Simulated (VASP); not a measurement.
# Ca2O (Fd-3m) in VASP: a series of runs

Ca2O is run at these levels: PBE; tasks: single point, relaxation of cell and atoms.

Everything below comes from runs of VASP 6.6.1. Logs are shortened: lines on timing, memory, paths and dates and some standing lists are left out, and cuts for length are marked.

## 1. The cell of the first run

It takes space group Fd-3m (No. 227, cubic). The conventional cell has a = 8.852 Å, b = 8.852 Å, c = 8.852 Å, α = 90.00°, β = 90.00°, γ = 90.00°. Ca (site symmetry -3m) has 6 Ca at 3.13 Å and 6 O at 3.67 Å within 4.1 Å. Within 4.8 Å of O (site symmetry -43m) lie 12 Ca at 3.67 Å and 4 O at 3.83 Å.

## 2. Single point, PBE

The input, INCAR:

```
  PREC = Accurate
  ENCUT = 520
  EDIFF = 1E-6
  ISMEAR = 0
  SIGMA = 0.1
  LREAL = False
  LASPH = True
  NELM = 100
  ALGO = Normal
  ISIF = 2
  LWAVE = False
  LCHARG = False
  GGA = PE
  NBANDS = 35
```

The input, KPOINTS:

```
Automatic mesh
0
Gamma
  8 8 8
```

The input, POSCAR:

```
Ca2O
1.0
    0.0000000000      4.4262483644      4.4262483644
    4.4262483644      0.0000000000      4.4262483644
    4.4262483644      4.4262483644      0.0000000000
Ca O
4 2
Direct
    0.6250000000      0.6250000000      0.6250000000
    0.1250000000      0.6250000000      0.6250000000
    0.6250000000      0.6250000000      0.1250000000
    0.6250000000      0.1250000000      0.6250000000
    0.0000000000      0.0000000000      0.0000000000
    0.2500000000      0.2500000000      0.2500000000
```

Potentials or basis: VASP PAW PBE potentials, release 64 (Ca_sv, O).

The run is started by

```console
> cat potpaw_PBE.64/Ca_sv/POTCAR potpaw_PBE.64/O/POTCAR > POTCAR
> mpirun -np 1 vasp_std > vasp.out
```

OUTCAR:

```text
PREC = Accurate
   ENCUT = 520
   EDIFF = 1E-6
   ISMEAR = 0
   LREAL = False
   LASPH = True
   NELM = 100
   ISIF = 2
   GGA = PE

 ion  position               nearest neighbor table
   1  0.625  0.625  0.625-   2 3.13   3 3.13   4 3.13   3 3.13   4 3.13   2 3.13
   2  0.125  0.625  0.625-   1 3.13   3 3.13   4 3.13   1 3.13   3 3.13   4 3.13
   3  0.625  0.625  0.125-   1 3.13   1 3.13   2 3.13   4 3.13   4 3.13   2 3.13
   4  0.625  0.125  0.625-   1 3.13   3 3.13   1 3.13   2 3.13   3 3.13   2 3.13
   5  0.000  0.000  0.000-
   6  0.250  0.250  0.250-

  LATTYP: Found a face centered cubic cell.
 ALAT       =     8.8524967288

  Lattice vectors:

 A1 = (   0.0000000000,   4.4262483644,   4.4262483644)
 A2 = (   4.4262483644,   0.0000000000,   4.4262483644)
 A3 = (   4.4262483644,   4.4262483644,   0.0000000000)

Analysis of symmetry for initial positions (statically):
=====================================================================
 Subroutine PRICEL returns:
 Original cell was already a primitive cell.

 Routine SETGRP: Setting up the symmetry group for a
 face centered cubic supercell.

 Subroutine GETGRP returns: Found 48 space group operations
 (whereof 24 operations were pure point group operations)
 out of a pool of 48 trial point group operations.

The static configuration has the point symmetry T_d .
 The point group associated with its full space group is O_h .

Analysis of symmetry for dynamics (positions and initial velocities):
=====================================================================
 Subroutine PRICEL returns:
 Original cell was already a primitive cell.

 Routine SETGRP: Setting up the symmetry group for a
 face centered cubic supercell.

 Subroutine GETGRP returns: Found 48 space group operations
 (whereof 24 operations were pure point group operations)
 out of a pool of 48 trial point group operations.

The dynamic configuration has the point symmetry T_d .
 The point group associated with its full space group is O_h .

 Subroutine INISYM returns: Found 48 space group operations
 (whereof 24 operations are pure point group operations),
 and found     1 'primitive' translations

----------------------------------------------------------------------------------------

                                     Primitive cell

  volume of cell :     173.4352

  direct lattice vectors                    reciprocal lattice vectors
     0.000000000  4.426248364  4.426248364    -0.112962482  0.112962482  0.112962482
     4.426248364  0.000000000  4.426248364     0.112962482 -0.112962482  0.112962482
     4.426248364  4.426248364  0.000000000     0.112962482  0.112962482 -0.112962482

  length of vectors
     6.259660467  6.259660467  6.259660467     0.195656758  0.195656758  0.195656758

  position of ions in fractional coordinates (direct lattice)
     0.625000000  0.625000000  0.625000000
     0.125000000  0.625000000  0.625000000
     0.625000000  0.625000000  0.125000000
     0.625000000  0.125000000  0.625000000
     0.000000000  0.000000000  0.000000000
     0.250000000  0.250000000  0.250000000

  ion indices of the primitive-cell ions
   primitive index   ion index
                 1           1
                 2           2
                 3           3
                 4           4
                 5           5
                 6           6

----------------------------------------------------------------------------------------

 KPOINTS: Automatic mesh

Automatic generation of k-mesh.
 Grid dimensions read from file:
 generate k-points for:    8    8    8

 Generating k-lattice:

  Cartesian coordinates                     Fractional coordinates (reciprocal lattice)
    -0.014120310  0.014120310  0.014120310     0.125000000  0.000000000  0.000000000
     0.014120310 -0.014120310  0.014120310     0.000000000  0.125000000  0.000000000
     0.014120310  0.014120310 -0.014120310     0.000000000  0.000000000  0.125000000

  Length of vectors
     0.024457095  0.024457095  0.024457095

  Shift w.r.t. Gamma in fractional coordinates (k-lattice)
     0.000000000  0.000000000  0.000000000

 Subroutine IBZKPT returns following result:
 ===========================================

 Found     29 irreducible k-points:

 Following reciprocal coordinates:
            Coordinates               Weight
  0.000000  0.000000  0.000000      1.000000
  0.125000  0.000000  0.000000      8.000000
  0.250000  0.000000  0.000000      8.000000
  0.375000  0.000000  0.000000      8.000000
  0.500000  0.000000  0.000000      4.000000
  0.125000  0.125000  0.000000      6.000000
[... 16 lines left out ...]
  0.500000  0.250000  0.125000     48.000000
 -0.375000  0.250000  0.125000     24.000000
 [... further k-points ...]
   k-points           NKPTS =     29   k-points in BZ     NKDIM =     29   number of bands    NBANDS=     35
   number of dos      NEDOS =    301   number of ions     NIONS =      6
   total plane-waves  NPLWV = 110592
   dimension x,y,z NGX =    48 NGY =   48 NGZ =   48
   dimension x,y,z NGXF=    96 NGYF=   96 NGZF=   96
   ions per type =               4   2
   NGX,Y,Z   is equivalent  to a cutoff of  12.75, 12.75, 12.75 a.u.
   NGXF,Y,Z  is equivalent  to a cutoff of  25.50, 25.50, 25.50 a.u.
 SYSTEM =  unknown system
   PREC   = accura    normal or accurate (medium, high low for compatibility)
   ISTART =      0    job   : 0-new  1-cont  2-samecut
   ICHARG =      2    charge: 1-file 2-atom 10-const
   ISPIN  =      1    spin polarized calculation?
   LNONCOLLINEAR =      F non collinear calculations
   LSORBIT =      F    spin-orbit coupling
   LASPH  =      T    aspherical Exc in radial PAW
   ENCUT  =  520.0 eV  38.22 Ry    6.18 a.u.  11.64 11.64 11.64*2*pi/ulx,y,z
   NELM   =    100;   NELMIN=  2; NELMDL= -5     # of ELM steps
   EDIFF  = 0.1E-05   stopping-criterion for ELM
   LREAL  =      F    real-space projection
   EDIFFG = 0.1E-04   stopping-criterion for IOM
   NSW    =      0    number of steps for IOM
   IBRION =     -1    ionic relax: 0-MD 1-quasi-New 2-CG
   NFREE  =      0    steps in history (QN), initial steepest desc. (CG)
   ISIF   =      2    stress and relaxation
   ISYM   =      2    0-nonsym 1-usesym 2-fastsym
   POTIM  = 0.5000    time-step for ionic-motion
   TEBEG  =    0.0;   TEEND  =   0.0 temperature during run
   PSTRESS=    0.0 pullay stress
   NELECT =      52.0000    total number of electrons
   NUPDOWN=      -1.0000    fix difference up-down
   EMIN   =  10.00;   EMAX   =-10.00  energy-range for DOS
   EFERMI =   0.00;   METHOD = LEGACY
   ISMEAR =     0;   SIGMA  =   0.10  broadening in eV -4-tet -1-fermi 0-gaus
   EFERMI_NEDOS =   21; number of points for ismear=-14 and -15
   IALGO  =     38    algorithm
   IMIX   =      4    mixing-type and parameters
     AMIX     =   0.40;   BMIX     =  1.00
     AMIX_MAG =   1.60;   BMIX_MAG =  1.00
  volume/ion in A,a.u.               =      28.91       195.07
  Fermi-wavevector in a.u.,A,eV,Ry     =   1.095713  2.070597 16.334979  1.200587
  Thomas-Fermi vector in A             =   2.232042
   LORBIT       =      0    0 simple, 1 ext, 2 COOP (PROOUT), +10 PAW based schemes
   GGA     = PE    functional components
   LHFCALC =     F    Hartree Fock is set to
   AEXX    =    0.0000 exact exchange contribution
   IVDW    =     0    specifies the selected vdW correction
   LEPSILON=     F    determine dielectric tensor
   LRPA    =     F    only Hartree local field effects (RPA)
 non-spin polarized calculation
 Gauss-broadening in eV      SIGMA  =   0.10
  energy-cutoff  :      520.00
  volume of cell :      173.44
 maximum number of plane-waves:      4720
   NGX = 23   NGY = 23   NGZ = 23

 number of electron      51.9999996 magnetization

 Free energy of the ion-electron system (eV)
  ---------------------------------------------------
  ext. energy  EPLUGINS =         0.00000000
  ---------------------------------------------------
  free energy    TOTEN  =       -14.45883586 eV

  energy without entropy =      -14.43913399  energy(sigma->0) =      -14.44898493

 E-fermi :   1.6739     XC(G=0):  -7.9855

 val. band max:        1.6513400323   @ k =   0.1250   0.0000   0.0000
 cond. band min:       1.6899259794   @ k =  -0.1250   0.1250   0.0000
 fundamental gap:      0.0385859471
 Fermi energy:         1.6738891372

 k-point     1 :       0.0000    0.0000    0.0000
  band No.  band energies     occupation
      1     -40.5101      2.00000
      2     -40.3709      2.00000
      3     -40.3709      2.00000
      4     -40.3709      2.00000
      5     -22.0306      2.00000
      6     -21.6938      2.00000
[... 27 lines left out ...]
     34       3.5295      0.00000
     35       3.9013      0.00000

 k-point     2 :       0.1250    0.0000    0.0000
  band No.  band energies     occupation
      1     -40.5062      2.00000
      2     -40.3750      2.00000
      3     -40.3710      2.00000
      4     -40.3710      2.00000
      5     -22.0089      2.00000
      6     -21.6878      2.00000
[... 27 lines left out ...]
     34       3.5486      0.00000
     35       3.7908      0.00000

 k-point     3 :       0.2500    0.0000    0.0000
  band No.  band energies     occupation
      1     -40.4957      2.00000
      2     -40.3858      2.00000
      3     -40.3710      2.00000
      4     -40.3710      2.00000
      5     -21.9538      2.00000
      6     -21.6639      2.00000
[... 27 lines left out ...]
     34       3.6249      0.00000
     35       3.6249      0.00000

 k-point     4 :       0.3750    0.0000    0.0000
  band No.  band energies     occupation
      1     -40.4826      2.00000
      2     -40.3992      2.00000
      3     -40.3710      2.00000
      4     -40.3710      2.00000
      5     -21.8977      2.00000
      6     -21.6487      2.00000
[... 27 lines left out ...]
     34       3.7693      0.00000
     35       3.7695      0.00000

 k-point     5 :       0.5000    0.0000    0.0000
  band No.  band energies     occupation
      1     -40.4757      2.00000
      2     -40.4063      2.00000
      3     -40.3710      2.00000
      4     -40.3710      2.00000
      5     -21.8758      2.00000
      6     -21.6443      2.00000
[... 638 lines left out ...]
 k-point    22 :       0.3750    0.2500    0.1250
  band No.  band energies     occupation
      1     -40.4863      2.00000
      2     -40.3954      2.00000
      3     -40.3710      2.00000
      4     -40.3710      2.00000
      5     -21.9016      2.00000
      6     -21.6785      2.00000
[... 27 lines left out ...]
     34       3.6908      0.00000
     35       3.7735      0.00000

 k-point    23 :       0.5000    0.2500    0.1250
  band No.  band energies     occupation
      1     -40.4731      2.00000
      2     -40.4089      2.00000
      3     -40.3711      2.00000
      4     -40.3710      2.00000
      5     -21.8417      2.00000
      6     -21.6558      2.00000
[... 27 lines left out ...]
     34       3.7966      0.00000
     35       3.8410      0.00000

 k-point    24 :      -0.3750    0.2500    0.1250
  band No.  band energies     occupation
      1     -40.4656      2.00000
      2     -40.4165      2.00000
      3     -40.3711      2.00000
      4     -40.3710      2.00000
      5     -21.8161      2.00000
      6     -21.6408      2.00000
[... 27 lines left out ...]
     34       3.5502      0.00000
     35       3.6483      0.00000

 [... further k-points ...]

------------------------ aborting loop because EDIFF is reached ----------------------------------------

  FORCE on cell =-STRESS in cart. coord.  units (eV):
  Direction    XX          YY          ZZ          XY          YZ          ZX
  --------------------------------------------------------------------------------------
  -------------------------------------------------------------------------------------
  Total       -0.0029283     -0.0029283     -0.0029283      0.0000000      0.0000000      0.0000000
  in kB       -0.0270511     -0.0270511     -0.0270511      0.0000000      0.0000000      0.0000000
  external PRESSURE =      -0.0270511 kB  Pullay stress =       0.0000000 kB

 VOLUME and BASIS-vectors are now :
 -----------------------------------------------------------------------------
  energy-cutoff  :      520.00
  volume of cell :      173.44
      direct lattice vectors                 reciprocal lattice vectors
     0.000000000  4.426248364  4.426248364    -0.112962482  0.112962482  0.112962482
     4.426248364  0.000000000  4.426248364     0.112962482 -0.112962482  0.112962482
     4.426248364  4.426248364  0.000000000     0.112962482  0.112962482 -0.112962482

 POSITION                                       TOTAL-FORCE (eV/Angst)
 -----------------------------------------------------------------------------------
      5.53281      5.53281      5.53281         0.000000      0.000000     -0.000000
      5.53281      3.31969      3.31969         0.000000      0.000000     -0.000000
      3.31969      3.31969      5.53281         0.000000      0.000000     -0.000000
      3.31969      5.53281      3.31969         0.000000      0.000000     -0.000000
      0.00000      0.00000      0.00000         0.000000      0.000000      0.000000
      2.21312      2.21312      2.21312        -0.000000     -0.000000     -0.000000
 -----------------------------------------------------------------------------------
    total drift:                                0.000000      0.000000     -0.000000

  FREE ENERGIE OF THE ION-ELECTRON SYSTEM (eV)
  ---------------------------------------------------
  free  energy   TOTEN  =       -14.4588358630 eV

  energy  without entropy=      -14.4391339947  energy(sigma->0) =      -14.44898493
```

Run time: 2.4 min. Hardware: 1 thread of Intel Xeon 6975P-C (Granite Rapids), shared host; peak memory 0.39 GiB.

What came out:

- Free energy: -14.4588 eV
- Pressure: 0.0 GPa
- Band gap on the k mesh: zero (bands 26 and 27 overlap by 0.15 eV)

Caveat: semilocal functionals underestimate gaps, so a narrow gap can read as zero.

## 3. Single point, PBE

The input, INCAR:

```
SYSTEM = Ca2O
ALGO = Normal
EDIFF = 1E-6
ENCUT = 520
GGA = PE
ISIF = 2
ISMEAR = 0
LASPH = .TRUE.
LCHARG = .FALSE.
LREAL = .FALSE.
LWAVE = .FALSE.
NBANDS = 35
NELM = 100
PREC = Accurate
SIGMA = 0.1
```

The input, KPOINTS:

```
k-points
0
G
  8 8 8
  0 0 0
```

POSCAR is that of step 2.

Potentials or basis: VASP PAW PBE potentials, release 64 (Ca_sv, O).

The run is started by

```console
> cat potpaw_PBE.64/Ca_sv/POTCAR potpaw_PBE.64/O/POTCAR > POTCAR
> mpirun -np 1 vasp_std > vasp.out
```

It took 2.4 min on 1 thread of Intel Xeon 6975P-C (Granite Rapids), shared host; peak memory 0.38 GiB.

The run converged. Its results:

```
Free energy            : -14.4588 eV
Pressure               : 0.0 GPa
Band gap on the k mesh : zero (bands 26 and 27 overlap by 0.15 eV)
```

Levels at points of the mesh, in eV from the Fermi level:
```csv
k point,band 23,band 24,band 25,band 26,band 27,band 28,band 29,band 30
"(0.00, 0.00, 0.00)",-1.09,-1.09,-1.09,-0.25,-0.10,-0.10,-0.10,1.23
"(0.50, 0.00, 0.00)",-1.13,-1.13,-1.07,-0.22,0.45,0.49,0.49,1.31
"(0.50, 0.50, 0.00)",-0.96,-0.96,-0.61,-0.61,1.02,1.02,1.20,1.20
```

Caveat: semilocal functionals underestimate gaps, so a narrow gap can read as zero.

## 4. Relaxation of cell and atoms, PBE

This run uses another cell than the first one, of 21.51 Å³/atom.

The input, INCAR:

```
SYSTEM = Ca2O
ALGO = Normal ; EDIFF = 1E-6
EDIFFG = -0.01 ; ENCUT = 600
GGA = PE ; IBRION = 2
ISIF = 3 ; ISMEAR = 0
LASPH = .True. ; LCHARG = .False.
LREAL = .False. ; LWAVE = .False.
NELM = 80 ; NSW = 100
PREC = Accurate ; SIGMA = 0.1
```

The input, KPOINTS:

```
k-points
0
Gamma
  8 8 8
  0 0 0
```

POSCAR: that of step 3 with these lines changed.

```diff
@@ -2,5 +2,5 @@
 1.0
-    0.0000000000      4.4262483644      4.4262483644
-    4.4262483644      0.0000000000      4.4262483644
-    4.4262483644      4.4262483644      0.0000000000
+    0.0000000000      4.0110843471      4.0110843471
+    4.0110843471      0.0000000000      4.0110843471
+    4.0110843471      4.0110843471      0.0000000000
 Ca O
```

The run is started by

```console
> cat potpaw_PBE.64/Ca_sv/POTCAR potpaw_PBE.64/O/POTCAR > POTCAR
> mpirun -np 1 vasp_std > vasp.out
```

It took 8 min on 1 thread of Intel Xeon 6975P-C (Granite Rapids), shared host; peak memory 0.39 GiB.

Results (log left out):

* Free energy: -14.4390 eV
* Relaxed volume: 28.73 Å³/atom
* Relaxed cell: a = 6.247 Å, b = 6.247 Å, c = 6.247 Å, α = 60.00°, β = 60.00°, γ = 60.00°
* Space group after relaxing (to 0.1 Å): Fd-3m (No. 227)
* Energy gained by relaxing: 72.8 meV/atom
* Ionic steps: 5
* Pressure after relaxing: 0.0 GPa
* Band gap on the k mesh: zero (bands 26 and 27 overlap by 0.16 eV)

Step by step:
```tsv
step	energy change (eV)	largest force (eV/Å)	pressure (GPa)	volume (Å³)
1	0.0000	0.0000	3.76	129.07
2	-0.1870	0.0000	2.51	138.74
3	-0.4237	0.0000	0.56	165.25
4	-0.4347	0.0000	-0.24	175.63
5	-0.4368	0.0000	0.03	172.38
```

Final structure:
```xyz
6
Lattice="0.0000 4.4172 4.4172 4.4172 0.0000 4.4172 4.4172 4.4172 0.0000" Properties=species:S:1:pos:R:3 pbc="T T T"
Ca    5.5215    5.5215    5.5215
Ca    5.5215    3.3129    3.3129
Ca    3.3129    3.3129    5.5215
Ca    3.3129    5.5215    3.3129
O     0.0000    0.0000    0.0000
O     2.2086    2.2086    2.2086
```

Levels at points of the mesh, in eV from the Fermi level:
```
           k point  band 22  band 23  band 24  band 25  band 26  band 27  band 28  band 29  band 30  band 31
(0.00, 0.00, 0.00)    -1.64    -1.10    -1.10    -1.10    -0.26    -0.11    -0.11    -0.11     1.23     1.23
(0.50, 0.00, 0.00)    -1.15    -1.14    -1.14    -1.08    -0.21     0.44     0.49     0.49     1.32     1.43
(0.50, 0.50, 0.00)    -1.81    -0.98    -0.98    -0.62    -0.62     1.02     1.02     1.20     1.20     1.39
```

Caveat: the volume moved by over 15 % at a fixed basis, so the end points are rough; semilocal functionals underestimate gaps, so a narrow gap can read as zero.

[end of part 1 of 2]
